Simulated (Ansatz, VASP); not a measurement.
**One calculation of AlN, two programs**

```xyz
4
Lattice="3.1144 0.0000 0.0000 -1.5572 2.6971 0.0000 0.0000 0.0000 4.9848" Properties=species:S:1:pos:R:3 pbc="T T T"
Al    0.0000    1.8848    0.0076
Al    1.5572    0.8123    2.5000
N     0.0000    1.7207    1.9116
N     1.5572    0.9764    4.4040
```

Change from the starting cell: mode 5 frozen in at +0.086 Å, equal normal strain along x, y and z +0.0083.

Alike in both runs: task single point; functional LDA; k mesh 9 × 9 × 6; occupations gaussian, width 0.05 eV; no spin polarisation.

```csv
,VASP,Ansatz
version,VASP 6.6.1,Ansatz 0.2.0
potentials or method,"VASP PAW LDA potentials, release 64 (Al, N), cutoff 520 eV","scalar-relativistic, plane waves, PAW"
valence electrons in the cell,16,16
```

|  | VASP | Ansatz | Ansatz less VASP |
| --- | --- | --- | --- |
| gap on the k mesh at the Fermi level (eV) | 4.11 | 4.11 | -0.004 |
| least direct gap on the mesh (eV) | 4.11 | 4.11 | -0.004 |
| pressure (GPa) | -4.7 | -5.2 | -0.51 |
| traceless stress, the component that is largest in VASP (GPa) | -0.96 | -0.99 | -0.033 |
| rms of the force components (eV/Å) | 0.234 | 0.234 | 0.0000 |

LDA's correlation is that of Perdew and Zunger in VASP and of Perdew and Wang (1992) in Ansatz. Atom by atom the forces differ by 0.002 eV/Å (rms over components).
